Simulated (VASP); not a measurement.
# CaSe (Fm-3m) in VASP: further runs, part 2 of 2

VASP 6.6.1. The steps go on from the part before.

## 3. Single point, PBE

INCAR

```
PREC = Accurate
ENCUT = 520
EDIFF = 1E-7
ISMEAR = 0
SIGMA = 0.01
LREAL = False
LASPH = True
NELM = 80
ALGO = Normal
ISIF = 2
LWAVE = False
LCHARG = True
GGA = PE
LELF = True
LVHAR = True
NBANDS = 15
```

KPOINTS

```
regular mesh
0
Gamma
  6 6 6
```

POSCAR

```
CaSe
1.0
    0.0000000000      2.9675351122      2.9675351122
    2.9675351122      0.0000000000      2.9675351122
    2.9675351122      2.9675351122      0.0000000000
Ca Se
1 1
Direct
    0.0000000000      0.0000000000      0.0000000000
    0.5000000000      0.5000000000      0.5000000000
```

Potentials or basis: VASP PAW PBE potentials, release 64 (Ca_sv, Se).

Run with:

```console
> cat potpaw_PBE.64/Ca_sv/POTCAR potpaw_PBE.64/Se/POTCAR > POTCAR
> mpirun -np 1 vasp_std > vasp.out
```

OUTCAR:

```text
PREC = Accurate
   ENCUT = 520
   EDIFF = 1E-7
   ISMEAR = 0
   LREAL = False
   LASPH = True
   NELM = 80
   ISIF = 2
   GGA = PE

 ion  position               nearest neighbor table
   1  0.000  0.000  0.000-   2 2.97   2 2.97   2 2.97   2 2.97   2 2.97   2 2.97
   2  0.500  0.500  0.500-   1 2.97   1 2.97   1 2.97   1 2.97   1 2.97   1 2.97

  LATTYP: Found a face centered cubic cell.
 ALAT       =     5.9350702244

  Lattice vectors:

 A1 = (   0.0000000000,   2.9675351122,   2.9675351122)
 A2 = (   2.9675351122,   0.0000000000,   2.9675351122)
 A3 = (   2.9675351122,   2.9675351122,   0.0000000000)

Analysis of symmetry for initial positions (statically):
=====================================================================
 Subroutine PRICEL returns:
 Original cell was already a primitive cell.

 Routine SETGRP: Setting up the symmetry group for a
 face centered cubic supercell.

 Subroutine GETGRP returns: Found 48 space group operations
 (whereof 48 operations were pure point group operations)
 out of a pool of 48 trial point group operations.

The static configuration has the point symmetry O_h .

Analysis of symmetry for dynamics (positions and initial velocities):
=====================================================================
 Subroutine PRICEL returns:
 Original cell was already a primitive cell.

 Routine SETGRP: Setting up the symmetry group for a
 face centered cubic supercell.

 Subroutine GETGRP returns: Found 48 space group operations
 (whereof 48 operations were pure point group operations)
 out of a pool of 48 trial point group operations.

The dynamic configuration has the point symmetry O_h .

 Subroutine INISYM returns: Found 48 space group operations
 (whereof 48 operations are pure point group operations),
 and found     1 'primitive' translations

----------------------------------------------------------------------------------------

                                     Primitive cell

  volume of cell :      52.2658

  direct lattice vectors                    reciprocal lattice vectors
     0.000000000  2.967535112  2.967535112    -0.168490003  0.168490003  0.168490003
     2.967535112  0.000000000  2.967535112     0.168490003 -0.168490003  0.168490003
[... 111 lines left out ...]
 maximum number of plane-waves:      1420
   NGX = 15   NGY = 15   NGZ = 15

 number of electron      15.9999997 magnetization

 Free energy of the ion-electron system (eV)
  ---------------------------------------------------
  ext. energy  EPLUGINS =         0.00000000
  ---------------------------------------------------
  free energy    TOTEN  =        -9.48318908 eV

  energy without entropy =       -9.48318908  energy(sigma->0) =       -9.48318908

 E-fermi :   2.4705     XC(G=0):  -9.1127

 val. band max:        2.3785025419   @ k =   0.0000   0.0000   0.0000
 cond. band min:       4.4251367669   @ k =   0.5000   0.5000   0.0000
 fundamental gap:      2.0466342250
 Fermi energy:         2.4704857410

 k-point     1 :       0.0000    0.0000    0.0000
  band No.  band energies     occupation
      1     -37.4027      2.00000
      2     -18.3948      2.00000
      3     -18.3948      2.00000
      4     -18.3948      2.00000
      5      -9.3855      2.00000
      6       2.3785      2.00000
      7       2.3785      2.00000
      8       2.3785      2.00000
      9       5.6661      0.00000
     10       6.0869      0.00000
     11       6.0869      0.00000
     12       6.0869      0.00000
     13       6.6459      0.00000
     14       6.6459      0.00000
[... 257 lines left out ...]
      2     -18.4618      2.00000
      3     -18.4382      2.00000
      4     -18.4311      2.00000
      5      -8.7534      2.00000
      6       0.1215      2.00000
      7       0.8199      2.00000
      8       0.8870      2.00000
      9       5.7007      0.00000
     10       7.5290      0.00000
     11       7.7061      0.00000
     12       8.1477      0.00000
     13       8.3905      0.00000
     14       9.3342      0.00000
     15      11.8253      0.00000

------------------------ aborting loop because EDIFF is reached ----------------------------------------

  FORCE on cell =-STRESS in cart. coord.  units (eV):
  Direction    XX          YY          ZZ          XY          YZ          ZX
  --------------------------------------------------------------------------------------
  -------------------------------------------------------------------------------------
  Total        0.2435378      0.2435378      0.2435378      0.0000000      0.0000000      0.0000000
  in kB        7.4655074      7.4655074      7.4655074      0.0000000      0.0000000      0.0000000
  external PRESSURE =       7.4655074 kB  Pullay stress =       0.0000000 kB

 VOLUME and BASIS-vectors are now :
 -----------------------------------------------------------------------------
  energy-cutoff  :      520.00
  volume of cell :       52.27
      direct lattice vectors                 reciprocal lattice vectors
     0.000000000  2.967535112  2.967535112    -0.168490003  0.168490003  0.168490003
     2.967535112  0.000000000  2.967535112     0.168490003 -0.168490003  0.168490003
     2.967535112  2.967535112  0.000000000     0.168490003  0.168490003 -0.168490003

 POSITION                                       TOTAL-FORCE (eV/Angst)
 -----------------------------------------------------------------------------------
      0.00000      0.00000      0.00000        -0.000000      0.000000     -0.000000
      2.96754      2.96754      2.96754         0.000000     -0.000000      0.000000
 -----------------------------------------------------------------------------------
    total drift:                                0.000000     -0.000000     -0.000000

  FREE ENERGIE OF THE ION-ELECTRON SYSTEM (eV)
  ---------------------------------------------------
  free  energy   TOTEN  =        -9.4831890804 eV

  energy  without entropy=       -9.4831890804  energy(sigma->0) =       -9.48318908
```

Wall time 26 s (1 thread of Intel Xeon 8259CL, shared host); peak memory 0.17 GiB.

What came out:

```yaml
Free_energy: -9.4832 eV
Pressure: 0.7 GPa
Band_gap_on_the_k_mesh: 2.05 eV, indirect (least direct gap 2.97 eV)
```

## 4. Single point, r2SCAN

POSCAR is that of step 3.

INCAR.step1

```
  PREC = Accurate
  ENCUT = 520
  ISMEAR = 0
  SIGMA = 0.01
  LREAL = False
  LASPH = True
  NELM = 80
  NBANDS = 15
  GGA = PE
  ALGO = Normal
  EDIFF = 1E-4
  LWAVE = True
  LCHARG = False
```

INCAR.step2

```
  PREC = Accurate
  ENCUT = 520
  EDIFF = 1E-6
  ISMEAR = 0
  SIGMA = 0.01
  LREAL = False
  LASPH = True
  NELM = 80
  ALGO = Normal
  ISIF = 2
  LWAVE = False
  LCHARG = False
  METAGGA = R2SCAN
  LMIXTAU = True
  NBANDS = 15
  ISTART = 1
```

KPOINTS is that of step 3.

Run with:

```console
> cat potpaw_PBE.64/Ca_sv/POTCAR potpaw_PBE.64/Se/POTCAR > POTCAR
> cp INCAR.step1 INCAR
> mpirun -np 1 vasp_std > vasp.out
> cp INCAR.step2 INCAR
> mpirun -np 1 vasp_std > vasp.out
```

It took 1.8 min on 1 thread of Intel Xeon 8259CL, shared host; peak memory 0.19 GiB.

It converged, with:

```yaml
Free_energy: -25.9785 eV
Pressure: 0.2 GPa
Band_gap_on_the_k_mesh: 2.52 eV, indirect (least direct gap 3.46 eV)
```

Levels at points of the mesh, in eV from the valence-band top:
```
           k point  band 5  band 6  band 7  band 8  band 9  band 10  band 11  band 12
(0.00, 0.00, 0.00)  -12.16    0.00    0.00    0.00    4.08     4.23     4.23     4.23
(0.50, 0.00, 0.00)  -11.45   -3.24   -1.17   -1.17    5.10     6.07     6.09     6.09
(0.50, 0.50, 0.00)  -11.57   -2.52   -0.94   -0.94    2.52     5.60     5.76     6.62
```

Caveat: the PAW data sets were made with another functional, which shifts forces and pressure a little.

## 5. Single point, PBE

INCAR

```
ALGO     = Normal         # electronic algorithm
EDIFF    = 1E-7           # SCF threshold, eV
ENCUT    = 520            # plane-wave cutoff, eV
GGA      = PE             # functional
ISIF     = 2              # what is computed and relaxed
ISMEAR   = 0              # smearing method
LASPH    = T              # aspherical terms in the spheres
LCHARG   = F              # write CHGCAR
LREAL    = F              # projectors in reciprocal space
LWAVE    = F              # write WAVECAR
NBANDS   = 15             # bands
NELM     = 60             # most SCF steps
PREC     = Accurate       # precision mode
SIGMA    = 0.01           # smearing width, eV
```

KPOINTS

```
k-points
0
Gamma
  8 8 8
```

POSCAR is that of step 4.

Run with:

```console
> cat potpaw_PBE.64/Ca_sv/POTCAR potpaw_PBE.64/Se/POTCAR > POTCAR
> mpirun -np 1 vasp_std > vasp.out
```

Wall time 34 s (1 thread of Intel Xeon 8259CL, shared host); peak memory 0.18 GiB.

It converged, with:

```
Free energy            : -9.4840 eV
Pressure               : 0.7 GPa
Band gap on the k mesh : 2.05 eV, indirect (least direct gap 2.97 eV)
```

Levels at points of the mesh, in eV from the valence-band top:
```csv
k point,band 6,band 7,band 8,band 9,band 10,band 11
"(0.00, 0.00, 0.00)",0.00,0.00,0.00,3.29,3.71,3.71
"(0.50, 0.00, 0.00)",-3.25,-1.18,-1.18,4.50,5.45,5.48
"(0.50, 0.50, 0.00)",-2.49,-0.92,-0.92,2.05,5.01,5.02
```

## 6. Overview

| level | k mesh | gap on the mesh (eV) | pressure (GPa) |
| --- | --- | --- | --- |
| PBE | 6 × 6 × 6 | 2.05 | 0.7 |
| r2SCAN | 6 × 6 × 6 | 2.52 | 0.2 |
| PBE | 8 × 8 × 8 | 2.05 | 0.7 |

Alike in all rows: task single point; potentials or basis VASP PAW PBE potentials, release 64 (Ca_sv, Se); no spin polarisation; cell as given; cutoff (eV) 520; smearing gaussian 0.01 eV.

On the cell as given the gap runs from 2.05 eV (PBE) to 2.52 eV (r2SCAN); the meshes differ, which moves gaps too. The pressure there spans 0.2 GPa (r2SCAN) to 0.7 GPa (PBE); a positive pressure means that this level wants a larger cell, a negative one a smaller.

Caveats: the PAW data sets were made with another functional, which shifts forces and pressure a little (some runs).

Total energies depend on the potentials used, so only differences within one code and one set of settings carry meaning.
